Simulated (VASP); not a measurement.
Here is a VASP 6.6.1 calculation.

The input INCAR:

```
PREC = Accurate ; ENCUT = 520
EDIFF = 1E-6 ; ISMEAR = 0
SIGMA = 0.05 ; LREAL = F
LASPH = T ; NELM = 100
ALGO = Normal ; ISIF = 2
LWAVE = F ; LCHARG = T
GGA = PE ; LELF = T
LVHAR = T ; NBANDS = 20
```

File KPOINTS:

```
Automatic mesh
0
Gamma
  12 12 6
```

POSCAR

```
SnSe2
1.0
    3.8109987816      0.0000000000      0.0000000000
   -1.9054993908      3.3004217586      0.0000000000
    0.0000000000      0.0000000000      6.2290550000
Sn Se
1 2
Direct
    0.0000000000      0.0000000000      0.0000000000
    0.3333333333      0.6666666667      0.2500000000
    0.6666666667      0.3333333333      0.7500000000
```

Potentials or basis: VASP PAW PBE potentials, release 64 (Sn_d, Se).

Command:

```bash
$ cat potpaw_PBE.64/Sn_d/POTCAR potpaw_PBE.64/Se/POTCAR > POTCAR
$ mpirun -np 1 vasp_std > vasp.out
```

Problem. Predict the band gap on the k mesh.

Solution. 0.73 eV (least direct gap 1.20 eV).

Problem. Estimate the pressure.

Solution. 4.2 GPa.

Forces in eV/Å, atoms in the order of the input:
```
Sn   0.000  0.000  0.000
Se   0.000  0.000  0.512
Se   0.000  0.000 -0.512
```

Caveat: the cell differs from its parent crystal (strain +0.000 along x and y, +0.015 along z); the cell stands under pressure; spin-orbit coupling is left out, which moves the levels of the heavy elements; this functional lacks dispersion, which binds the layers, so the pressure and a relaxed spacing across them are unreliable. A k mesh can miss the band edges.
